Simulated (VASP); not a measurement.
# HfC (I4mm) in VASP: a series of runs, part 2 of 2

VASP 6.6.1.

## Step 3: Single point, PBE (atom 2 (C) moved by (+0.000, -0.225) A along [1 1 0] and z)

Contents of INCAR:

```
PREC     = Accurate       # precision mode
ENCUT    = 520            # plane-wave cutoff, eV
EDIFF    = 1E-6           # SCF threshold, eV
ISMEAR   = 0              # smearing method
SIGMA    = 0.15           # smearing width, eV
LREAL    = F              # projectors in reciprocal space
LASPH    = T              # aspherical terms in the spheres
NELM     = 100            # most SCF steps
ALGO     = Normal         # electronic algorithm
ISIF     = 2              # what is computed and relaxed
LWAVE    = F              # write WAVECAR
LCHARG   = T              # write CHGCAR
GGA      = PE             # functional
LELF     = T              # ELF
LVHAR    = T            
NBANDS   = 14             # bands
```

Contents of KPOINTS:

```
Automatic mesh
0
Gamma
  18 18 18
```

Contents of POSCAR:

```
HfC
1.0
    0.0000000000      2.3250000000      2.3250000000
    2.3250000000      0.0000000000      2.3250000000
    2.3250000000      2.3250000000      0.0000000000
Hf C
1 1
Direct
    0.5000000000      0.5000000000      0.5000000000
   -0.0483870968     -0.0483870968      0.0483870968
```

Potentials or basis: VASP PAW PBE potentials, release 64 (Hf_pv, C).

Run with:

```sh
cat potpaw_PBE.64/Hf_pv/POTCAR potpaw_PBE.64/C/POTCAR > POTCAR
mpirun -np 1 vasp_std > vasp.out
```

OUTCAR:

```text
PREC = Accurate
   ENCUT = 520
   EDIFF = 1E-6
   ISMEAR = 0
   LREAL = F
   LASPH = T
   NELM = 100
   ISIF = 2
   GGA = PE

 ion  position               nearest neighbor table
   1  0.500  0.500  0.500-   2 2.10   2 2.34   2 2.34   2 2.34   2 2.34   2 2.55
   2  0.952  0.952  0.048-   1 2.10   1 2.34   1 2.34   1 2.34   1 2.34   1 2.55

  LATTYP: Found a face centered cubic cell.
 ALAT       =     4.6500000000

  Lattice vectors:

 A1 = (   0.0000000000,   2.3250000000,   2.3250000000)
 A2 = (   2.3250000000,   0.0000000000,   2.3250000000)
 A3 = (   2.3250000000,   2.3250000000,   0.0000000000)

Analysis of symmetry for initial positions (statically):
=====================================================================
 Subroutine PRICEL returns:
 Original cell was already a primitive cell.

 Routine SETGRP: Setting up the symmetry group for a
 face centered cubic supercell.

 Subroutine GETGRP returns: Found  8 space group operations
 (whereof  8 operations were pure point group operations)
 out of a pool of 48 trial point group operations.

The static configuration has the point symmetry C_4v.

[... 173 lines left out ...]
      5       5.8033      1.93324
      6       5.8033      1.93324
      7       6.0822      0.42597
      8       7.3518      0.00000
      9       8.6626      0.00000
     10       8.6626      0.00000
     11       9.3587      0.00000
     12      10.6126      0.00000
     13      12.6725      0.00000
     14      16.8457      0.00000
[... 377 lines left out ...]
      1     -24.1921      2.00000
      2     -23.6893      2.00000
      3     -23.6807      2.00000
      4      -3.6036      2.00000
      5       0.9799      2.00000
      6       3.2416      2.00000
      7       3.5890      2.00000
      8       9.2876      0.00000
      9      10.5260      0.00000
     10      10.7696      0.00000
     11      14.3615      0.00000
     12      15.5956      0.00000
     13      16.4815      0.00000
     14      19.6108      0.00000

 [... further k-points ...]

------------------------ aborting loop because EDIFF is reached ----------------------------------------

  FORCE on cell =-STRESS in cart. coord.  units (eV):
  Direction    XX          YY          ZZ          XY          YZ          ZX
  --------------------------------------------------------------------------------------
  -------------------------------------------------------------------------------------
  Total       -0.1811120     -0.1811120      2.4152379      0.0000000      0.0000000      0.0000000
  in kB      -11.5440670    -11.5440670    153.9471396      0.0000000      0.0000000      0.0000000
  external PRESSURE =      43.6196686 kB  Pullay stress =       0.0000000 kB

 VOLUME and BASIS-vectors are now :
 -----------------------------------------------------------------------------
  energy-cutoff  :      520.00
  volume of cell :       25.14
      direct lattice vectors                 reciprocal lattice vectors
     0.000000000  2.325000000  2.325000000    -0.215053763  0.215053763  0.215053763
     2.325000000  0.000000000  2.325000000     0.215053763 -0.215053763  0.215053763
     2.325000000  2.325000000  0.000000000     0.215053763  0.215053763 -0.215053763

 POSITION                                       TOTAL-FORCE (eV/Angst)
 -----------------------------------------------------------------------------------
      2.32500      2.32500      2.32500         0.000000      0.000000     -2.045941
      2.32500      2.32500      4.42500         0.000000      0.000000      2.045941
 -----------------------------------------------------------------------------------
    total drift:                               -0.000000     -0.000000      0.000561

  FREE ENERGIE OF THE ION-ELECTRON SYSTEM (eV)
  ---------------------------------------------------
  free  energy   TOTEN  =       -20.8451830448 eV

  energy  without entropy=      -20.8439203160  energy(sigma->0) =      -20.84455168
```

OSZICAR:

```text
N       E                     dE             d eps       ncg     rms          rms(c)
DAV:   1     0.232238495570E+02    0.23224E+02   -0.73442E+03 13480   0.945E+02
DAV:   2    -0.226757414178E+02   -0.45900E+02   -0.43160E+02 17372   0.203E+02
DAV:   3    -0.241239174365E+02   -0.14482E+01   -0.14444E+01 16170   0.266E+01
DAV:   4    -0.241302576597E+02   -0.63402E-02   -0.63399E-02 15968   0.219E+00
DAV:   5    -0.241302992559E+02   -0.41596E-04   -0.41596E-04 16366   0.157E-01    0.582E+01
DAV:   6    -0.208987338555E+02    0.32316E+01   -0.11533E+01 15000   0.186E+01    0.413E+01
DAV:   7    -0.208586726819E+02    0.40061E-01   -0.56448E-01 17040   0.528E+00    0.247E+01
DAV:   8    -0.208514648667E+02    0.72078E-02   -0.66197E-02 16068   0.205E+00    0.602E+00
DAV:   9    -0.208454116935E+02    0.60532E-02   -0.20322E-02 15606   0.837E-01    0.196E+00
DAV:  10    -0.208451840442E+02    0.22765E-03   -0.11057E-03 16656   0.249E-01    0.285E-01
DAV:  11    -0.208451824370E+02    0.16072E-05   -0.77355E-05 15924   0.694E-02    0.723E-02
DAV:  12    -0.208451830448E+02   -0.60782E-06   -0.27468E-06 16458   0.150E-02
   1 F= -.20845183E+02 E0= -.20844552E+02  d E =-.126273E-02
```

stdout:

```text
POSCAR found type information on POSCAR HfC
 POSCAR found :  2 types and       2 ions
 scaLAPACK will be used
 LDA part: xc-table for (Slater+PW92), standard interpolation
 POSCAR, INCAR and KPOINTS ok, starting setup
 FFT: planning ... GRIDC
 FFT: planning ... GRID_SOFT
 FFT: planning ... GRID
 WAVECAR not read
 entering main loop
```

Wall time 69 s (1 thread of Intel Xeon Platinum 8259CL at 2.50GHz (Skylake/Cascade Lake), shared host); peak memory 0.29 GiB.

Results:

```yaml
Free_energy: -20.8452 eV
Pressure: 4.4 GPa
Largest_force: 2.046 eV/Å
Band_gap_on_the_k_mesh: zero (band 7 reaches 6.42 eV, above the bottom of band 8 at 5.39 eV)
```

Forces in eV/Å, atoms in the order of the input:
```
Hf   0.000  0.000 -2.046
C    0.000  0.000  2.046
```

Levels at points of the mesh, in eV from the Fermi level:
| k point | band 4 | band 5 | band 6 | band 7 | band 8 | band 9 | band 10 | band 11 |
| --- | --- | --- | --- | --- | --- | --- | --- | --- |
| (0.00, 0.00, 0.00) | -12.32 | -0.19 | -0.19 | 0.08 | 1.35 | 2.66 | 2.66 | 3.36 |
| (0.50, 0.00, 0.00) | -8.68 | -6.09 | -2.99 | -2.91 | 4.99 | 5.33 | 5.61 | 6.48 |
| (0.50, 0.50, 0.00) | -10.37 | -2.49 | -1.83 | -0.14 | -0.14 | 5.31 | 6.66 | 6.66 |
| (0.00, 0.50, 0.50) | -10.39 | -2.64 | -2.61 | -0.25 | 0.82 | 5.53 | 6.67 | 6.67 |

Caveat: the cell differs from its parent crystal (atom 2 (C) moved by (+0.000, -0.225) A along [1 1 0] and z); spin-orbit coupling is left out, which moves the levels of the heavy elements; forces of over 1 eV/Å act on the atoms, so gaps and moduli don't describe the material at rest.
